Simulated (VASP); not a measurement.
# Al (Fm-3m) in VASP: single point with LDA

Aim: the single point of Al with LDA.

Everything below comes from runs of VASP 6.6.1. Logs are shortened: lines on timing, memory, paths and dates and some standing lists are left out, and cuts for length are marked.

### 1 The cell of the first run

It takes space group Fm-3m (No. 225, cubic). Conventional cell: a = 3.984 Å, b = 3.984 Å, c = 3.984 Å, α = 90.00°, β = 90.00°, γ = 90.00°. Al (site symmetry m-3m) has 12 Al at 2.82 Å within 3.7 Å.

### 2 Single point, LDA

File INCAR:

```
SYSTEM = Al
PREC     = Accurate       ! precision mode
ENCUT    = 500            ! plane-wave cutoff, eV
EDIFF    = 1E-6           ! SCF threshold, eV
ISMEAR   = 0              ! smearing method
SIGMA    = 0.1            ! smearing width, eV
LREAL    = .FALSE.        ! projectors in reciprocal space
LASPH    = .TRUE.         ! aspherical terms in the spheres
NELM     = 120            ! most SCF steps
ALGO     = Normal         ! electronic algorithm
ISIF     = 2              ! what is computed and relaxed
LWAVE    = .FALSE.        ! write WAVECAR
LCHARG   = .FALSE.        ! write CHGCAR
GGA      = CA             ! functional
NBANDS   = 8              ! bands
GGA_COMPAT= .FALSE.
```

File KPOINTS:

```
regular mesh
0
G
  18 18 18
  0 0 0
```

File POSCAR:

```
Al
1.0
    0.0000000000      1.9917798322      1.9917798322
    1.9917798322      0.0000000000      1.9917798322
    1.9917798322      1.9917798322      0.0000000000
Al
1
Direct
    0.0000000000      0.0000000000      0.0000000000
```

Potentials or basis: VASP PAW LDA potentials, release 64 (Al).

The run is started by

```
$ cat potpaw_LDA.64/Al/POTCAR > POTCAR
$ mpirun -np 1 vasp_std > vasp.out
```

OUTCAR:

```text
SYSTEM = Al
   PREC = Accurate
   ENCUT = 500
   EDIFF = 1E-6
   ISMEAR = 0
   LREAL = .FALSE.
   LASPH = .TRUE.
   NELM = 120
   ISIF = 2
   GGA = CA

 ion  position               nearest neighbor table
   1  0.000  0.000  0.000-

  LATTYP: Found a face centered cubic cell.
 ALAT       =     3.9835596644

  Lattice vectors:

 A1 = (   0.0000000000,   1.9917798322,   1.9917798322)
 A2 = (   1.9917798322,   0.0000000000,   1.9917798322)
 A3 = (   1.9917798322,   1.9917798322,   0.0000000000)

Analysis of symmetry for initial positions (statically):
=====================================================================
 Subroutine PRICEL returns:
 Original cell was already a primitive cell.

 Routine SETGRP: Setting up the symmetry group for a
 face centered cubic supercell.

 Subroutine GETGRP returns: Found 48 space group operations
[... 9 lines left out ...]

 Routine SETGRP: Setting up the symmetry group for a
 face centered cubic supercell.

 Subroutine GETGRP returns: Found 48 space group operations
[... 11 lines left out ...]
                                     Primitive cell

  volume of cell :      15.8035

  direct lattice vectors                    reciprocal lattice vectors
     0.000000000  1.991779832  1.991779832    -0.251031762  0.251031762  0.251031762
     1.991779832  0.000000000  1.991779832     0.251031762 -0.251031762  0.251031762
     1.991779832  1.991779832  0.000000000     0.251031762  0.251031762 -0.251031762

  length of vectors
     2.816802052  2.816802052  2.816802052     0.434799765  0.434799765  0.434799765

  position of ions in fractional coordinates (direct lattice)
     0.000000000  0.000000000  0.000000000

  ion indices of the primitive-cell ions
   primitive index   ion index
                 1           1

----------------------------------------------------------------------------------------

 KPOINTS: regular mesh

Automatic generation of k-mesh.
 Grid dimensions read from file:
 generate k-points for:   18   18   18

 Generating k-lattice:

  Cartesian coordinates                     Fractional coordinates (reciprocal lattice)
    -0.013946209  0.013946209  0.013946209     0.055555556  0.000000000  0.000000000
     0.013946209 -0.013946209  0.013946209     0.000000000  0.055555556  0.000000000
     0.013946209  0.013946209 -0.013946209     0.000000000  0.000000000  0.055555556

  Length of vectors
     0.024155543  0.024155543  0.024155543

  Shift w.r.t. Gamma in fractional coordinates (k-lattice)
     0.000000000  0.000000000  0.000000000
[... 51 lines left out ...]
   EDIFF  = 0.1E-05   stopping-criterion for ELM
   LREAL  =      F    real-space projection
   EDIFFG = 0.1E-04   stopping-criterion for IOM
   NSW    =      0    number of steps for IOM
   IBRION =     -1    ionic relax: 0-MD 1-quasi-New 2-CG
   NFREE  =      0    steps in history (QN), initial steepest desc. (CG)
   ISIF   =      2    stress and relaxation
   ISYM   =      2    0-nonsym 1-usesym 2-fastsym
   POTIM  = 0.5000    time-step for ionic-motion
   TEBEG  =    0.0;   TEEND  =   0.0 temperature during run
   PSTRESS=    0.0 pullay stress
   NELECT =       3.0000    total number of electrons
   NUPDOWN=      -1.0000    fix difference up-down
   EMIN   =  10.00;   EMAX   =-10.00  energy-range for DOS
   EFERMI =   0.00;   METHOD = LEGACY
   ISMEAR =     0;   SIGMA  =   0.10  broadening in eV -4-tet -1-fermi 0-gaus
   EFERMI_NEDOS =   21; number of points for ismear=-14 and -15
   IALGO  =     38    algorithm
   IMIX   =      4    mixing-type and parameters
     AMIX     =   0.40;   BMIX     =  1.00
     AMIX_MAG =   1.60;   BMIX_MAG =  1.00
  volume/ion in A,a.u.               =      15.80       106.65
  Fermi-wavevector in a.u.,A,eV,Ry     =   0.940872  1.777990 12.044425  0.885240
  Thomas-Fermi vector in A             =   2.068327
   LORBIT       =      0    0 simple, 1 ext, 2 COOP (PROOUT), +10 PAW based schemes
   GGA     = CA    functional components
   LHFCALC =     F    Hartree Fock is set to
   AEXX    =    0.0000 exact exchange contribution
   IVDW    =     0    specifies the selected vdW correction
   LEPSILON=     F    determine dielectric tensor
   LRPA    =     F    only Hartree local field effects (RPA)
 non-spin polarized calculation
 Gauss-broadening in eV      SIGMA  =   0.10
  energy-cutoff  :      500.00
  volume of cell :       15.80
 maximum number of plane-waves:       412
 NGX is ok and might be reduce to    24
   NGX = 11   NGY = 11   NGZ = 11

 number of electron       3.0000000 magnetization

 Free energy of the ion-electron system (eV)
  ---------------------------------------------------
  ext. energy  EPLUGINS =         0.00000000
  ---------------------------------------------------
  free energy    TOTEN  =        -4.19015827 eV

  energy without entropy =       -4.18717028  energy(sigma->0) =       -4.18866428

 E-fermi :   8.2376     XC(G=0): -10.5042

 val. band max:        8.2194555078   @ k =  -0.2778   0.2778   0.0556
 cond. band min:       8.2445441656   @ k =  -0.4444   0.3333   0.1111
 fundamental gap:      0.0250886578
 Fermi energy:         8.2375985276

 k-point     1 :       0.0000    0.0000    0.0000
  band No.  band energies     occupation
      1      -3.1542      2.00000
      2      21.0527      0.00000
      3      21.0527      0.00000
      4      21.0527      0.00000
      5      22.7083      0.00000
      6      22.7083      0.00000
      7      22.7083      0.00000
      8      25.1751      0.00000
[... 243 lines left out ...]
 k-point    24 :      -0.2222    0.0556    0.0000
  band No.  band energies     occupation
      1      -1.4704      2.00000
      2      12.1650      0.00000
      3      17.7278      0.00000
      4      20.6217      0.00000
      5      22.3911      0.00000
      6      23.5558      0.00000
      7      23.9371      0.00000
      8      26.1657      0.00000

 [... further k-points ...]

------------------------ aborting loop because EDIFF is reached ----------------------------------------

  FORCE on cell =-STRESS in cart. coord.  units (eV):
  Direction    XX          YY          ZZ          XY          YZ          ZX
  --------------------------------------------------------------------------------------
  -------------------------------------------------------------------------------------
  Total        0.0072405      0.0072405      0.0072405      0.0000000      0.0000000      0.0000000
  in kB        0.7340458      0.7340458      0.7340458      0.0000000      0.0000000      0.0000000
  external PRESSURE =       0.7340458 kB  Pullay stress =       0.0000000 kB

 VOLUME and BASIS-vectors are now :
 -----------------------------------------------------------------------------
  energy-cutoff  :      500.00
  volume of cell :       15.80
      direct lattice vectors                 reciprocal lattice vectors
     0.000000000  1.991779832  1.991779832    -0.251031762  0.251031762  0.251031762
     1.991779832  0.000000000  1.991779832     0.251031762 -0.251031762  0.251031762
     1.991779832  1.991779832  0.000000000     0.251031762  0.251031762 -0.251031762

 POSITION                                       TOTAL-FORCE (eV/Angst)
 -----------------------------------------------------------------------------------
      0.00000      0.00000      0.00000         0.000000      0.000000      0.000000
 -----------------------------------------------------------------------------------
    total drift:                               -0.000000     -0.000000      0.000000

  FREE ENERGIE OF THE ION-ELECTRON SYSTEM (eV)
  ---------------------------------------------------
  free  energy   TOTEN  =        -4.1901582745 eV

  energy  without entropy=       -4.1871702801  energy(sigma->0) =       -4.18866428
```

stdout:

```text
POSCAR found type information on POSCAR Al
 POSCAR found :  1 types and       1 ions
 scaLAPACK will be used
 LDA part: xc-table for (Slater(with rela. corr.)+CA(PZ))
 , standard interpolation
 POSCAR, INCAR and KPOINTS ok, starting setup
 FFT: planning ... GRIDC
 FFT: planning ... GRID_SOFT
 FFT: planning ... GRID
 WAVECAR not read
 entering main loop
```

It took 5.7 s on 1 thread of Intel Xeon 6975P-C (Granite Rapids), shared host; peak memory 0.13 GiB.

Results:

```
Free energy : -4.1902 eV
Pressure    : 0.1 GPa
```

Levels at points of the mesh, in eV from the Fermi level:
| k point | band 1 | band 2 | band 3 | band 4 | band 5 | band 6 |
| --- | --- | --- | --- | --- | --- | --- |
| (0.00, 0.00, 0.00) | -11.39 | 12.82 | 12.82 | 12.82 | 14.47 | 14.47 |
| (0.50, 0.00, 0.00) | -4.71 | -4.44 | 11.64 | 11.64 | 11.71 | 11.71 |
| (0.50, 0.50, 0.00) | -2.99 | -1.61 | 5.31 | 5.75 | 5.75 | 9.37 |
